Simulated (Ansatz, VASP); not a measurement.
# Ta: VASP beside Ansatz

```
Ta
1.0
     4.59528    0.00000    0.00000
    -2.29764    3.97963    0.00000
     0.00000    0.00000    4.83099
Ta
4
Direct
  0.00000 0.00000 0.25000
  0.00000 0.00000 0.75000
  0.33333 0.66667 0.75000
  0.66667 0.33333 0.25000
```

Alike in both runs: functional r2SCAN; k mesh 12 × 12 × 10; occupations gaussian, width 0.1 eV; no spin polarisation.

Ansatz relaxed the structure, and its values are those at the end. VASP's run is a single point on that final structure, the one shown.

|  | VASP | Ansatz |
| --- | --- | --- |
| version | VASP 6.6.1 | Ansatz 0.2.0 |
| potentials or method | VASP PAW PBE potentials, release 64 (Ta_pv), cutoff 520 eV | scalar-relativistic, plane waves, PAW |
| valence electrons in the cell | 44 | 52 |

Ansatz gave:

| Property | Result |
| --- | --- |
| gap on the k mesh at the Fermi level (eV) | none |
| pressure (GPa) | 0.0 |

Question: What did VASP give for the same quantities?

Answer: gap on the k mesh at the Fermi level (eV): none; pressure (GPa): 0.6.

VASP's potentials were made for PBE, not for r2SCAN. A gap of «none» marks a metal or a gap that the smearing closes. VASP's potentials hold 44 valence electrons a cell and Ansatz's 52, so a difference there can come from the potentials and not from the codes.

Spin-orbit coupling is off throughout.
